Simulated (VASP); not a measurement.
# LiSb3 (Pm-3m) in VASP: a series of runs, part 2 of 2

VASP 6.6.1.

## Step 3: Single point, PBE+D4

This run uses another cell than the first one, of 25.64 Å³/atom, 1.044 times its volume.

Input file INCAR:

```
  PREC = Accurate
  ENCUT = 750
  EDIFF = 1E-6
  ISMEAR = -1
  SIGMA = 0.1
  LREAL = F
  LASPH = T
  NELM = 120
  ALGO = Normal
  ISIF = 2
  LWAVE = F
  LCHARG = T
  GGA = PE
  IVDW = 13
  LELF = T
  LVHAR = T
  NBANDS = 17
  GGA_COMPAT = F
```

Input file KPOINTS:

```
Automatic mesh
0
Gamma
  3 3 3
```

Input file POSCAR:

```
LiSb3
1.0
    4.6810210000      0.0000000000      0.0000000000
    0.0000000000      4.6810210000      0.0000000000
    0.0000000000      0.0000000000      4.6810210000
Li Sb
1 3
Direct
    0.0000000000      0.0000000000      0.0000000000
    0.5000000000      0.0000000000      0.5000000000
    0.0000000000      0.5000000000      0.5000000000
    0.5000000000      0.5000000000      0.0000000000
```

Potentials or basis: VASP PAW PBE potentials, release 64 (Li_sv, Sb).

Run with:

```console
> cat potpaw_PBE.64/Li_sv/POTCAR potpaw_PBE.64/Sb/POTCAR > POTCAR
> mpirun -np 1 vasp_std > vasp.out
```

OUTCAR:

```text
PREC = Accurate
   ENCUT = 750
   EDIFF = 1E-6
   ISMEAR = -1
   LREAL = F
   LASPH = T
   NELM = 120
   ISIF = 2
   GGA = PE
   IVDW = 13

 ion  position               nearest neighbor table
   1  0.000  0.000  0.000-
   2  0.500  0.000  0.500-   3 3.31   4 3.31   4 3.31   3 3.31   4 3.31   4 3.31   3 3.31   3 3.31

   3  0.000  0.500  0.500-   2 3.31   4 3.31   4 3.31   2 3.31   2 3.31   4 3.31   4 3.31   2 3.31

   4  0.500  0.500  0.000-   2 3.31   3 3.31   2 3.31   3 3.31   2 3.31   2 3.31   3 3.31   3 3.31

  LATTYP: Found a simple cubic cell.
 ALAT       =     4.6810210000

  Lattice vectors:

 A1 = (   4.6810210000,   0.0000000000,   0.0000000000)
 A2 = (   0.0000000000,   4.6810210000,   0.0000000000)
 A3 = (   0.0000000000,   0.0000000000,   4.6810210000)

Analysis of symmetry for initial positions (statically):
=====================================================================
 Subroutine PRICEL returns:
 Original cell was already a primitive cell.

 Routine SETGRP: Setting up the symmetry group for a
 simple cubic supercell.

 Subroutine GETGRP returns: Found 48 space group operations
[... 9 lines left out ...]

 Routine SETGRP: Setting up the symmetry group for a
 simple cubic supercell.

 Subroutine GETGRP returns: Found 48 space group operations
[... 11 lines left out ...]
                                     Primitive cell

  volume of cell :     102.5703

  direct lattice vectors                    reciprocal lattice vectors
     4.681021000  0.000000000  0.000000000     0.213628608  0.000000000  0.000000000
     0.000000000  4.681021000  0.000000000     0.000000000  0.213628608  0.000000000
     0.000000000  0.000000000  4.681021000     0.000000000  0.000000000  0.213628608

  length of vectors
     4.681021000  4.681021000  4.681021000     0.213628608  0.213628608  0.213628608

  position of ions in fractional coordinates (direct lattice)
     0.000000000  0.000000000  0.000000000
     0.500000000  0.000000000  0.500000000
     0.000000000  0.500000000  0.500000000
     0.500000000  0.500000000  0.000000000

  ion indices of the primitive-cell ions
   primitive index   ion index
                 1           1
                 2           2
                 3           3
                 4           4

----------------------------------------------------------------------------------------

 KPOINTS: Automatic mesh

Automatic generation of k-mesh.
 Grid dimensions read from file:
 generate k-points for:    3    3    3

 Generating k-lattice:

  Cartesian coordinates                     Fractional coordinates (reciprocal lattice)
     0.071209536  0.000000000  0.000000000     0.333333333  0.000000000  0.000000000
     0.000000000  0.071209536  0.000000000     0.000000000  0.333333333  0.000000000
     0.000000000  0.000000000  0.071209536     0.000000000  0.000000000  0.333333333

  Length of vectors
     0.071209536  0.071209536  0.071209536

  Shift w.r.t. Gamma in fractional coordinates (k-lattice)
     0.000000000  0.000000000  0.000000000

 Subroutine IBZKPT returns following result:
 ===========================================

 Found      4 irreducible k-points:

 Following reciprocal coordinates:
            Coordinates               Weight
  0.000000  0.000000  0.000000      1.000000
  0.333333  0.000000  0.000000      6.000000
  0.333333  0.333333  0.000000     12.000000
  0.333333  0.333333  0.333333      8.000000
   k-points           NKPTS =      4   k-points in BZ     NKDIM =      4   number of bands    NBANDS=     17
   number of dos      NEDOS =    301   number of ions     NIONS =      4
   total plane-waves  NPLWV =  74088
   dimension x,y,z NGX =    42 NGY =   42 NGZ =   42
   dimension x,y,z NGXF=    84 NGYF=   84 NGZF=   84
   ions per type =               1   3
   NGX,Y,Z   is equivalent  to a cutoff of  14.92, 14.92, 14.92 a.u.
   NGXF,Y,Z  is equivalent  to a cutoff of  29.83, 29.83, 29.83 a.u.
 SYSTEM =  unknown system
   PREC   = accura    normal or accurate (medium, high low for compatibility)
   ISTART =      0    job   : 0-new  1-cont  2-samecut
   ICHARG =      2    charge: 1-file 2-atom 10-const
   ISPIN  =      1    spin polarized calculation?
   LNONCOLLINEAR =      F non collinear calculations
   LSORBIT =      F    spin-orbit coupling
   LASPH  =      T    aspherical Exc in radial PAW
   ENCUT  =  750.0 eV  55.12 Ry    7.42 a.u.  10.45 10.45 10.45*2*pi/ulx,y,z
   NELM   =    120;   NELMIN=  2; NELMDL= -5     # of ELM steps
   EDIFF  = 0.1E-05   stopping-criterion for ELM
   LREAL  =      F    real-space projection
   EDIFFG = 0.1E-04   stopping-criterion for IOM
   NSW    =      0    number of steps for IOM
   IBRION =     -1    ionic relax: 0-MD 1-quasi-New 2-CG
   NFREE  =      0    steps in history (QN), initial steepest desc. (CG)
   ISIF   =      2    stress and relaxation
   ISYM   =      2    0-nonsym 1-usesym 2-fastsym
   POTIM  = 0.5000    time-step for ionic-motion
   TEBEG  =    0.0;   TEEND  =   0.0 temperature during run
   PSTRESS=    0.0 pullay stress
   NELECT =      18.0000    total number of electrons
   NUPDOWN=      -1.0000    fix difference up-down
   EMIN   =  10.00;   EMAX   =-10.00  energy-range for DOS
   EFERMI =   0.00;   METHOD = LEGACY
   ISMEAR =    -1;   SIGMA  =   0.10  broadening in eV -4-tet -1-fermi 0-gaus
   EFERMI_NEDOS =   21; number of points for ismear=-14 and -15
   IALGO  =     38    algorithm
   IMIX   =      4    mixing-type and parameters
     AMIX     =   0.40;   BMIX     =  1.00
     AMIX_MAG =   1.60;   BMIX_MAG =  1.00
  volume/ion in A,a.u.               =      25.64       173.04
  Fermi-wavevector in a.u.,A,eV,Ry     =   0.916555  1.732037 11.429882  0.840073
  Thomas-Fermi vector in A             =   2.041423
   LORBIT       =      0    0 simple, 1 ext, 2 COOP (PROOUT), +10 PAW based schemes
   GGA     = PE    functional components
   LHFCALC =     F    Hartree Fock is set to
   AEXX    =    0.0000 exact exchange contribution
   IVDW    =    13    specifies the selected vdW correction
   LEPSILON=     F    determine dielectric tensor
   LRPA    =     F    only Hartree local field effects (RPA)
 non-spin polarized calculation
  energy-cutoff  :      750.00
  volume of cell :      102.57
 maximum number of plane-waves:      4801
 NGX is ok and might be reduce to    42
   NGX = 21   NGY = 21   NGZ = 21

 number of electron      17.9999993 magnetization

 Free energy of the ion-electron system (eV)
  ---------------------------------------------------
  ext. energy  EPLUGINS =         0.00000000
  ---------------------------------------------------
  free energy    TOTEN  =       -14.30561411 eV

  energy without entropy =      -14.23353739  energy(sigma->0) =      -14.26957575

 E-fermi :   6.8279     XC(G=0):  -9.4919

 val. band max:        6.2924358849   @ k =   0.3333   0.0000   0.0000
 cond. band min:       6.9092462138   @ k =   0.3333   0.3333   0.0000
 fundamental gap:      0.6168103288
 Fermi energy:         6.8279347534

 k-point     1 :       0.0000    0.0000    0.0000
  band No.  band energies     occupation
      1     -40.5704      2.00000
      2      -5.3861      2.00000
      3      -0.3919      2.00000
      4      -0.3919      2.00000
      5       2.6841      2.00000
      6       2.6841      2.00000
[... 9 lines left out ...]
     16      12.2263      0.00000
     17      12.3451      0.00000

 k-point     2 :       0.3333    0.0000    0.0000
  band No.  band energies     occupation
      1     -40.5704      2.00000
      2      -4.7647      2.00000
      3      -2.3568      2.00000
      4      -0.2187      2.00000
      5       3.3713      2.00000
      6       3.3713      2.00000
[... 9 lines left out ...]
     16      12.9040      0.00000
     17      13.1275      0.00000

 k-point     3 :       0.3333    0.3333    0.0000
  band No.  band energies     occupation
      1     -40.5704      2.00000
      2      -4.1242      2.00000
      3      -2.2912      2.00000
      4      -1.5900      2.00000
      5       2.8530      2.00000
      6       3.9932      2.00000
[... 9 lines left out ...]
     16      11.6108      0.00000
     17      13.9446      0.00000

 k-point     4 :       0.3333    0.3333    0.3333
  band No.  band energies     occupation
      1     -40.5704      2.00000
      2      -3.5054      2.00000
      3      -1.9739      2.00000
      4      -1.9739      2.00000
      5       1.5745      2.00000
      6       3.1496      2.00000
[... 9 lines left out ...]
     16      14.0353      0.00000
     17      14.0353      0.00000

------------------------ aborting loop because EDIFF is reached ----------------------------------------

  DFT-D4 for vdW energy calculation

  Edisp (eV):   -1.48284

  FORCE on cell =-STRESS in cart. coord.  units (eV):
  Direction    XX          YY          ZZ          XY          YZ          ZX
  --------------------------------------------------------------------------------------
  -------------------------------------------------------------------------------------
  Total      -1.39437    -1.39437    -1.39437    -0.00000    -0.00000     0.00000
  in kB     -21.78041   -21.78041   -21.78041    -0.00000    -0.00000     0.00000
  external pressure =      -21.78 kB  Pullay stress =        0.00 kB

 VOLUME and BASIS-vectors are now :
 -----------------------------------------------------------------------------
  energy-cutoff  :      750.00
  volume of cell :      102.57
      direct lattice vectors                 reciprocal lattice vectors
     4.681021000  0.000000000  0.000000000     0.213628608  0.000000000  0.000000000
     0.000000000  4.681021000  0.000000000     0.000000000  0.213628608  0.000000000
     0.000000000  0.000000000  4.681021000     0.000000000  0.000000000  0.213628608

 POSITION                                       TOTAL-FORCE (eV/Angst)
 -----------------------------------------------------------------------------------
      0.00000      0.00000      0.00000         0.000000      0.000000      0.000000
      2.34051      0.00000      2.34051         0.000000      0.000000      0.000000
      0.00000      2.34051      2.34051         0.000000      0.000000      0.000000
      2.34051      2.34051      0.00000         0.000000      0.000000      0.000000
 -----------------------------------------------------------------------------------
    total drift:                               -0.000000     -0.000000      0.000000

  FREE ENERGIE OF THE ION-ELECTRON SYSTEM (eV)
  ---------------------------------------------------
  free  energy   TOTEN  =       -15.7884520715 eV

  energy  without entropy=      -15.7163753501  energy(sigma->0) =      -15.75241371
```

Wall time 23 s (1 thread of Intel Xeon 8259CL, shared host); peak memory 0.25 GiB.

What came out:

```
Free energy                : -15.7885 eV
Pressure                   : -2.2 GPa
Band gap on the k mesh     : zero (band 9 reaches 8.27 eV, above the bottom of band 10 at 6.29 eV)
Dispersion energy per atom : -0.371 eV
```

Levels at points of the mesh, in eV from the Fermi level:
| k point | band 6 | band 7 | band 8 | band 9 | band 10 | band 11 |
| --- | --- | --- | --- | --- | --- | --- |
| (0.00, 0.00, 0.00) | -4.14 | -4.14 | 0.85 | 0.93 | 0.93 | 0.93 |

Caveat: the k points lie up to 0.45 Å⁻¹ apart; spin-orbit coupling is left out, which moves the levels of the heavy elements; pairwise dispersion overbinds metals, which lowers pressure and volume.
